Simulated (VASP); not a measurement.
# ScCo (Pm-3m) in VASP: notebook, part 2 of 2

VASP 6.6.1. Earlier steps stand in the parts before.

**4. Vibrations by perturbation theory, LDA**

This run uses another cell than the first one, of 13.96 Å³/atom.

INCAR reads:

```
SYSTEM = ScCo
ALGO     = Normal         ! electronic algorithm
EDIFF    = 1E-8           ! SCF threshold, eV
ENCUT    = 520            ! plane-wave cutoff, eV
GGA      = CA             ! functional
IBRION   = 8              ! ionic algorithm
ISIF     = 2              ! what is computed and relaxed
ISMEAR   = -1             ! smearing method
LASPH    = .TRUE.         ! aspherical terms in the spheres
LCHARG   = .FALSE.        ! write CHGCAR
LREAL    = .FALSE.        ! projectors in reciprocal space
LWAVE    = .FALSE.        ! write WAVECAR
NBANDS   = 17             ! bands
NELM     = 60             ! most SCF steps
NSW      = 1              ! ionic steps
PREC     = Accurate       ! precision mode
SIGMA    = 0.15           ! smearing width, eV
```

KPOINTS reads:

```
k-points
0
G
  14 14 14
  0 0 0
```

POSCAR reads:

```
ScCo
1.0
    3.0340249189      0.0000000000      0.0000000000
    0.0000000000      3.0340249189      0.0000000000
    0.0000000000      0.0000000000      3.0340249189
Sc Co
1 1
Direct
    0.5000000000      0.5000000000      0.5000000000
    0.0000000000      0.0000000000      0.0000000000
```

Potentials or basis: VASP PAW LDA potentials, release 64 (Sc_sv, Co).

On the command line:

```console
$ cat potpaw_LDA.64/Sc_sv/POTCAR potpaw_LDA.64/Co/POTCAR > POTCAR
$ mpirun -np 1 vasp_std > vasp.out
```

OUTCAR:

```text
SYSTEM = ScCo
   EDIFF = 1E-8
   ENCUT = 520
   GGA = CA
   IBRION = 8
   ISIF = 2
   ISMEAR = -1
   LASPH = .TRUE.
   LREAL = .FALSE.
   NELM = 60
   NSW = 1
   PREC = Accurate

 ion  position               nearest neighbor table
   1  0.500  0.500  0.500-   2 2.63   2 2.63   2 2.63   2 2.63   2 2.63   2 2.63   2 2.63   2 2.63

   2  0.000  0.000  0.000-   1 2.63   1 2.63   1 2.63   1 2.63   1 2.63   1 2.63   1 2.63   1 2.63

  LATTYP: Found a simple cubic cell.
 ALAT       =     3.0340249189

  Lattice vectors:

 A1 = (   3.0340249189,   0.0000000000,   0.0000000000)
 A2 = (   0.0000000000,   3.0340249189,   0.0000000000)
 A3 = (   0.0000000000,   0.0000000000,   3.0340249189)

Analysis of symmetry for initial positions (statically):
=====================================================================
 Subroutine PRICEL returns:
 Original cell was already a primitive cell.

 Routine SETGRP: Setting up the symmetry group for a
 simple cubic supercell.

 Subroutine GETGRP returns: Found 48 space group operations
 (whereof 48 operations were pure point group operations)
 out of a pool of 48 trial point group operations.

The static configuration has the point symmetry O_h .

Analysis of symmetry for dynamics (positions and initial velocities):
=====================================================================
 Subroutine PRICEL returns:
 Original cell was already a primitive cell.

 Routine SETGRP: Setting up the symmetry group for a
 simple cubic supercell.

[... 666 lines left out ...]
 -----------------------------------------------------------------------------------
    total drift:                                0.000000      0.000000     -0.000000

  FREE ENERGIE OF THE ION-ELECTRON SYSTEM (eV)
  ---------------------------------------------------
  free  energy   TOTEN  =       -15.7491780646 eV

  energy  without entropy=      -15.6681524731  energy(sigma->0) =      -15.70866527

[... ionic steps 2 to 3 ...]

--------------------------------------- Ionic step        4  -------------------------------------------

------------------------ aborting loop because EDIFF is reached ----------------------------------------

[... ionic steps 5 to 6 ...]

--------------------------------------- Ionic step        7  -------------------------------------------

 Free energy of the ion-electron system (eV)
  ---------------------------------------------------
  ---------------------------------------------------
  free energy    TOTEN  =        -0.16950057 eV

  energy without entropy =       -0.16950056

------------------------ aborting loop because EDIFF is reached ----------------------------------------

 INTERNAL STRAIN TENSOR  FOR ION    2  DIRECTION 1   (eV/Angst):
 -----------------------------------------------------------------------------
     0.06331  0.00000  0.00000
     0.00000 -0.01012  0.00000
     0.00000  0.00000 -0.01012

 INTERNAL STRAIN TENSOR FOR ION    2 for displacements in x,y,z  (eV/Angst):
          X           Y           Z          XY          YZ          ZX
  --------------------------------------------------------------------------------
  x     0.00000     0.00000     0.00000     0.00000     0.00000     0.00000
  y     0.00000     0.00000     0.00000     0.00000     0.00000     0.00000
  z     0.00000     0.00000     0.00000     0.00000     0.00000     0.00000

 SECOND DERIVATIVES (NOT SYMMETRIZED)
 ------------------------------------
               1X          1Y          1Z          2X          2Y          2Z
  1X    -4.691155   -0.000000    0.000000    4.691155    0.000000    0.000000
  1Y    -0.000000   -4.691155   -0.000000    0.000000    4.691155    0.000000
  1Z    -0.000000   -0.000000   -4.691155    0.000000    0.000000    4.691155
  2X     4.675571    0.000000    0.000000   -4.675571   -0.000000   -0.000000
  2Y     0.000000    4.675571    0.000000   -0.000000   -4.675571   -0.000000
  2Z     0.000000    0.000000    4.675571   -0.000000   -0.000000   -4.675571

 Eigenvectors and eigenvalues of the dynamical matrix
 ----------------------------------------------------

   1 f  =    6.700235 THz    42.098821 2PiTHz  223.495796 cm-1    27.709935 meV
             X         Y         Z           dx          dy          dz
      1.517012  1.517012  1.517012     0.000000   -0.000000   -0.753714
      0.000000  0.000000  0.000000     0.000000   -0.000000    0.657202
[... 21 lines left out ...]
   6 f/i=    0.005522 THz     0.034695 2PiTHz    0.184190 cm-1     0.022837 meV
             X         Y         Z           dx          dy          dz
      1.517012  1.517012  1.517012    -0.280212    0.090954    0.587472
      0.000000  0.000000  0.000000    -0.321362    0.104311    0.673744

--------------------------------------------------------------------------------------------------------

 ELASTIC MODULI CONTR FROM IONIC RELAXATION (kBar)
 Direction    XX          YY          ZZ          XY          YZ          ZX
 --------------------------------------------------------------------------------
 XX           0.0000      0.0000      0.0000      0.0000      0.0000      0.0000
 YY           0.0000      0.0000      0.0000      0.0000      0.0000      0.0000
 ZZ           0.0000      0.0000      0.0000      0.0000      0.0000      0.0000
 XY           0.0000      0.0000      0.0000      0.0000      0.0000      0.0000
 YZ           0.0000      0.0000      0.0000      0.0000      0.0000      0.0000
 ZX           0.0000      0.0000      0.0000      0.0000      0.0000      0.0000
 --------------------------------------------------------------------------------
```

stdout:

```text
POSCAR found type information on POSCAR ScCo
 POSCAR found :  2 types and       2 ions
 scaLAPACK will be used
 LDA part: xc-table for (Slater(with rela. corr.)+CA(PZ))
 , standard interpolation
 POSCAR, INCAR and KPOINTS ok, starting setup
 FFT: planning ... GRIDC
 FFT: planning ... GRID_SOFT
 FFT: planning ... GRID
 WAVECAR not read
 entering main loop
 Linear response reoptimize wavefunctions to high precision
 Linear response DOF=           2
 Linear response progress:
 first order change of Fermi-energy  -0.18516E-02
 force on displaced ion       1 direction 1 :  -4.691  -0.000   0.000
 Linear response progress:
 first order change of Fermi-energy   0.30022E-02
 force on displaced ion       2 direction 1 :  -4.676   0.000  -0.000
 Linear response finished
```

It took 2.6 min on 1 thread of Intel Xeon 6975P-C (Granite Rapids), shared host; peak memory 0.44 GiB.

Results:

- Highest phonon frequency at Γ: 223 cm⁻¹

Phonon frequencies in cm⁻¹ (negative: imaginary):
| q point | frequencies |
| --- | --- |
| (0.000, 0.000, 0.000) | 0 0 0 223 223 223 |

Caveat: the run has no spin polarisation, though such a crystal can be magnetic. Spin polarisation is off, so any magnetic state and its effect on volume and gap are missing.
